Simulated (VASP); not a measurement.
Write the native input for VASP 6.6.1 that does the following.

- Task: single point
- Functional: PBE
- Potentials or basis: VASP PAW PBE potentials, release 64 (K_sv)
- Cutoff: 400 eV
- k mesh: 4 × 4 × 4
- Occupations: gaussian, width 0.1 eV
- Spin: no spin polarisation
- Dipole correction: no
- Further INCAR settings: ALGO = Normal; EDIFF = 1e-06; NBANDS = 10

The structure of K lies in POSCAR:

```
K
1.0
    0.0000000000      5.5746470000      5.5746470000
    5.5746470000      0.0000000000      5.5746470000
    5.5746470000      5.5746470000      0.0000000000
K
1
Direct
    0.5000000000      0.5000000000      0.5000000000
```

One way to write it, as run:

INCAR

```
  PREC = Accurate
  ENCUT = 400
  EDIFF = 1E-6
  ISMEAR = 0
  SIGMA = 0.1
  LREAL = F
  LASPH = T
  NELM = 120
  ALGO = Normal
  ISIF = 2
  LWAVE = F
  LCHARG = F
  GGA = PE
  NBANDS = 10
  GGA_COMPAT = F
```

KPOINTS

```
regular mesh
0
Gamma
  4 4 4
```

Potentials or basis: VASP PAW PBE potentials, release 64 (K_sv).

Command:

```bash
$ cat potpaw_PBE.64/K_sv/POTCAR > POTCAR
$ mpirun -np 1 vasp_std > vasp.out
```

Results of the run:

The pressure is -0.2 GPa.

Wall time 76 s on 1 thread of AMD EPYC 7R13, on a shared host, peak memory 0.33 GiB.
